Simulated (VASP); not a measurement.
Crystal: CuI.

```
Cu I
1.0
     0.00000    3.01203    3.01203
     3.00269    0.00000    3.01203
     3.00269    3.01203    0.00000
Cu I
1 1
Direct
  0.00000 0.00000 0.00000
  0.25000 0.25000 0.25000
```

This cell differs from its parent crystal: uniaxial x strain -0.3%.

Base run:

```yaml
Program: VASP 6.6.1
Functional: PBE
Potentials_or_basis: VASP PAW PBE potentials, release 64 (Cu, I)
Cutoff: 520 eV
k_mesh: 8 × 8 × 8
Occupations: fermi-dirac, width 0.02 eV
Spin: no spin polarisation
```

Its results: band gap on the k mesh 1.20 eV, direct; pressure 1.3 GPa.

Q: The run is repeated on the same cell with these changes: functional from PBE to r2SCAN; occupations from fermi-dirac, width 0.02 eV to gaussian, width 0.01 eV. What comes out?

A: Band gap on the k mesh 1.68 eV, direct; pressure 0.1 GPa.

Caveats: spin-orbit coupling is left out, which moves the levels of the heavy elements; the PAW data sets were made with another functional, which shifts forces and pressure a little (some runs).

